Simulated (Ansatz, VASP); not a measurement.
## YS2 in VASP and in Ansatz

The input INCAR:

```
  PREC = Accurate
  ENCUT = 520
  EDIFF = 1E-6
  ISMEAR = -1
  SIGMA = 0.1
  LREAL = False
  LASPH = True
  NELM = 100
  ALGO = Normal
  ISIF = 2
  LWAVE = False
  LCHARG = False
  GGA = PE
  NBANDS = 32
```

File KPOINTS:

```
regular mesh
0
Gamma
  4 4 4
```

Contents of POSCAR:

```
YS2
1.0
    0.0000000000      3.7514105537      3.7514105537
    3.7514105537      0.0000000000      3.7514105537
    3.7514105537      3.7514105537      0.0000000000
Y S
2 4
Direct
    0.0000000000      0.0000000000      0.0000000000
    0.2500000000      0.2500000000      0.2500000000
    0.6250000000      0.6250000000      0.6250000000
    0.1250000000      0.6250000000      0.6250000000
    0.6250000000      0.1250000000      0.6250000000
    0.6250000000      0.6250000000      0.1250000000
```

Input for Ansatz:

```yaml
crystal:
  lattice:
    - [0.0, 3.75141055371625, 3.75141055371625]
    - [3.75141055371625, 0.0, 3.75141055371625]
    - [3.75141055371625, 3.75141055371625, 0.0]
  atoms:
    - { symbol: "Y", position: [0.0, 0.0, 0.0] }
    - { symbol: "Y", position: [0.25, 0.25, 0.25] }
    - { symbol: S, position: [0.625, 0.625, 0.625] }
    - { symbol: S, position: [0.125, 0.625, 0.625] }
    - { symbol: S, position: [0.625, 0.125, 0.625] }
    - { symbol: S, position: [0.625, 0.625, 0.125] }
basis:
  ecutwfc: 450.0
kpoints:
  mp_grid:
    grid: [4, 4, 4]
hamiltonian:
  xc: pbe
scf:
  occupations:
    method: fermi_dirac
    width: 0.1
output:
  stress: true
```

Alike in both runs: task single point; functional PBE; k mesh 4 × 4 × 4; occupations fermi-dirac, width 0.1 eV; no spin polarisation.

|  | VASP | Ansatz |
| --- | --- | --- |
| version | VASP 6.6.1 | Ansatz 0.2.0 |
| potentials or method | VASP PAW PBE potentials, release 64 (Y_sv, S), cutoff 520 eV | plane waves, PAW |
| valence electrons in the cell | 46 | 46 |

|  | VASP | Ansatz | Ansatz less VASP |
| --- | --- | --- | --- |
| pressure (GPa) | 9.3 | 9.4 | +0.07 |

The k mesh is coarse, so the values compare programs but aren't converged.
